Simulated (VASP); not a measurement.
## DyGe3P: relaxation of cell and atoms with PBE

Crystal: DyGe3P.

```xyz
5
Lattice="4.7513 0.0000 0.0000 0.0000 4.7513 0.0000 0.0000 0.0000 4.7513" Properties=species:S:1:pos:R:3 pbc="T T T"
Dy    0.0000    0.0000    0.0000
Ge    0.0000    2.3757    2.3757
Ge    2.3757    0.0000    2.3757
Ge    2.3757    2.3757    0.0000
P     2.3757    2.3757    2.3757
```

The cell was built from a structure type or drawn by symmetry, and may not be a known phase.

| Item | Value |
| --- | --- |
| Program | VASP 6.6.1 |
| Task | relaxation of cell and atoms |
| Functional | PBE |
| Potentials or basis | VASP PAW PBE potentials, release 64 (Dy_3, Ge_d, P), 4f in core |
| Cutoff | 500 eV |
| k mesh | 8 × 8 × 8 |
| Occupations | gaussian, width 0.1 eV |
| Spin | no spin polarisation |
| Dipole correction | no |
| Mended | yes |
| Further INCAR settings | ALGO = Normal; EDIFF = 1e-07; IBRION = 2; EDIFFG = -0.01; NSW = 100; ISIF = 3 |

The relaxed volume is 22.43 Å³/atom, the relaxed cell is a = 4.823 Å, b = 4.823 Å, c = 4.823 Å, α = 90.00°, β = 90.00°, γ = 90.00° and the space group after relaxing (to 0.1 Å) is Pm-3m (No. 221). The energy gained by relaxing is 8.9 meV/atom, the ionic steps are 3 and the pressure after relaxing is 0.0 GPa. The band gap on the k mesh is zero (bands 28 and 29 overlap by 1.73 eV).

The path:
| step | energy change (eV) | largest force (eV/Å) | pressure (GPa) | volume (Å³) |
| --- | --- | --- | --- | --- |
| 1 | 0.0000 | 0.0000 | 3.00 | 107.26 |
| 2 | -0.0408 | 0.0000 | -0.78 | 113.63 |
| 3 | -0.0444 | 0.0000 | 0.01 | 112.16 |

Final structure:
```cif
data_structure
_symmetry_space_group_name_H-M 'P 1'
_symmetry_Int_Tables_number 1
_cell_length_a 4.8226
_cell_length_b 4.8226
_cell_length_c 4.8226
_cell_angle_alpha 90.000
_cell_angle_beta 90.000
_cell_angle_gamma 90.000
_cell_volume 112.16
loop_
_atom_site_label
_atom_site_type_symbol
_atom_site_fract_x
_atom_site_fract_y
_atom_site_fract_z
_atom_site_occupancy
Dy1 Dy 0.00000 0.00000 0.00000 1
Ge1 Ge 0.00000 0.50000 0.50000 1
Ge2 Ge 0.50000 0.00000 0.50000 1
Ge3 Ge 0.50000 0.50000 0.00000 1
P1 P 0.50000 0.50000 0.50000 1
```

Levels at points of the mesh, in eV from the Fermi level:
```
           k point  band 24  band 25  band 26  band 27  band 28  band 29  band 30  band 31  band 32  band 33
(0.00, 0.00, 0.00)    -5.71    -5.45     1.07     1.07     1.07     1.20     1.20     1.22     1.22     1.22
(0.50, 0.00, 0.00)    -5.48    -1.65    -1.40    -0.80    -0.80    -0.04    -0.04     0.50     1.62     2.16
(0.50, 0.50, 0.00)    -4.33    -1.60    -1.60    -0.26    -0.26     1.34     1.34     1.53     1.61     1.76
(0.50, 0.50, 0.50)    -3.33    -3.33     0.47     1.04     1.04     1.04     1.64     1.64     2.49     2.49
```

Run time: 2.4 min on 1 thread of Intel(R) Xeon(R) 6975P-C (Granite Rapids), on a shared host, peak memory 0.29 GiB.

Caveat: spin-orbit coupling is left out, which moves the levels of the heavy elements; the 4f electrons are frozen in the core, so they carry no moment and show no levels. Spin polarisation is off, so any magnetic state and its effect on volume and gap are missing.
